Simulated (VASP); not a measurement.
Write the native input for VASP 6.6.1 that does the following.

* Task: single point
* Functional: PBEsol
* Potentials or basis: VASP PAW PBE potentials, release 64 (Re, Si, La)
* Cutoff: 520 eV
* k mesh: 9 × 9 × 9
* Occupations: fermi-dirac, width 0.1 eV
* Spin: no spin polarisation
* Dipole correction: no
* k mesh for the DOS: 14 × 14 × 14
* Occupations for the DOS: tetrahedron
* Further INCAR settings: ALGO = Normal; EDIFF = 1e-06; NBANDS = 23

Crystal: LaReSi3.

```
Re Si La
1.0
     0.00000    4.33727    0.00000
     4.33727    0.00000    0.00000
     2.16863    2.16863   -4.98249
Re Si La
1 3 1
Direct
  0.00000 0.00000 0.00000
  0.75990 0.75990 0.48020
  0.60880 0.10880 0.78240
  0.10880 0.60880 0.78240
  0.34550 0.34550 0.30900
```

One way to write it, as run:

POSCAR

```
LaReSi3
1.0
    0.0000000000      4.3372680000      0.0000000000
    4.3372680000      0.0000000000      0.0000000000
    2.1686340000      2.1686340000     -4.9824900000
Re Si La
1 3 1
Direct
    0.0000000000      0.0000000000      0.0000000000
    0.7599000000      0.7599000000      0.4802000000
    0.6088000000      0.1088000000      0.7824000000
    0.1088000000      0.6088000000      0.7824000000
    0.3455000000      0.3455000000      0.3090000000
```

INCAR.step1

```
  PREC = Accurate
  ENCUT = 520
  EDIFF = 1E-6
  ISMEAR = -1
  SIGMA = 0.1
  LREAL = F
  LASPH = T
  NELM = 80
  ALGO = Normal
  ISIF = 2
  LWAVE = F
  LCHARG = T
  LMAXMIX = 6
  GGA = PS
  NBANDS = 23
```

KPOINTS.step1

```
regular mesh
0
Gamma
  9 9 9
```

INCAR.step2

```
  PREC = Accurate
  ENCUT = 520
  EDIFF = 1E-6
  ISMEAR = -5
  SIGMA = 0.1
  LREAL = F
  LASPH = T
  NELM = 80
  ALGO = Normal
  ISIF = 2
  LWAVE = F
  LCHARG = F
  LMAXMIX = 6
  GGA = PS
  LORBIT = 11
  NBANDS = 23
  NEDOS = 1001
  ICHARG = 11
```

KPOINTS.step2

```
regular mesh
0
Gamma
  14 14 14
```

Potentials or basis: VASP PAW PBE potentials, release 64 (Re, Si, La).

Run with:

```sh
$ cat potpaw_PBE.64/Re/POTCAR potpaw_PBE.64/Si/POTCAR potpaw_PBE.64/La/POTCAR > POTCAR
$ cp INCAR.step1 INCAR
$ cp KPOINTS.step1 KPOINTS
$ mpirun -np 1 vasp_std > vasp.out
$ cp INCAR.step2 INCAR
$ cp KPOINTS.step2 KPOINTS
$ mpirun -np 1 vasp_std > vasp.out
```

It gave:

* Valence electrons inside the program's atomic spheres: Re 6.27; Si 1.65, 1.62 (each value once); La 8.56

It took 8 min on 1 thread of AMD EPYC 7R13 Processor (Zen 3), on a shared host, peak memory 0.67 GiB.
